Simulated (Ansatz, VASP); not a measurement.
**Two plane-wave programs on C**

File INCAR:

```
PREC = Accurate ; ENCUT = 520
EDIFF = 1E-6 ; ISMEAR = 0
SIGMA = 0.15 ; LREAL = F
LASPH = T ; NELM = 80
ALGO = Normal ; ISIF = 2
LWAVE = F ; LCHARG = F
GGA = PS ; NBANDS = 16
```

The input KPOINTS:

```
regular mesh
0
Gamma
  18 18 6
```

The input POSCAR:

```
C
1.0
    1.2294746187     -2.2285132197      0.0000000000
    1.2294746187      2.2285132197      0.0000000000
    0.0000000000      0.0000000000      7.3778182888
C
4
Direct
    0.0833216498      0.9166783502      0.7498439858
    0.5833216498      0.4166783502      0.2501560142
    0.9166783502      0.0833216498      0.2501560142
    0.4166783502      0.5833216498      0.7498439858
```

Input for Ansatz:

```yaml
crystal:
  lattice:
    - [1.2294746187, -2.2285132197, 0.0]
    - [1.2294746187, 2.2285132197, 0.0]
    - [0.0, 0.0, 7.3778182888]
  atoms:
    - { symbol: C, position: [0.0833216498, 0.9166783502, 0.7498439858] }
    - { symbol: C, position: [0.5833216498, 0.4166783502, 0.2501560142] }
    - { symbol: C, position: [0.9166783502, 0.0833216498, 0.2501560142] }
    - { symbol: C, position: [0.4166783502, 0.5833216498, 0.7498439858] }
basis:
  ecutwfc: 520.0
kpoints:
  mp_grid: { grid: [18, 18, 6] }
hamiltonian:
  xc: pbesol
  pseudopotentials: { kind: paw, azcp: { folder: soft_1 } }
scf:
  occupations: { method: gaussian, width: 0.15 }
output:
  forces: true
  stress: true
  eigenvalues: true
```

Change from the starting cell: normal strain along x +0.0000, normal strain along y +0.0467.

Alike in both runs: task single point; functional PBEsol; k mesh 18 × 18 × 6; occupations gaussian, width 0.15 eV; no spin polarisation.

|  | VASP | Ansatz |
| --- | --- | --- |
| version | VASP 6.6.1 | Ansatz 0.2.0 |
| potentials or method | VASP PAW PBE potentials, release 64 (C), cutoff 520 eV | scalar-relativistic, plane waves, PAW |
| valence electrons in the cell | 16 | 16 |

```tsv
	VASP	Ansatz	Ansatz less VASP
gap on the k mesh at the Fermi level (eV)	none	none	-
pressure (GPa)	-14.8	-15.4	-0.59
traceless stress, the component that is largest in VASP (GPa)	-24.21	-24.46	-0.257
rms of the force components (eV/Å)	0.147	0.138	-0.0084
```

VASP's potentials were made for PBE, not for PBEsol, and Ansatz warns of the same on its side. Atom by atom the forces differ by 0.008 eV/Å (rms over components). A gap of «none» marks a metal or a gap that the smearing closes. With one functional, cell and mesh, what is left measures potentials, basis and numerics.
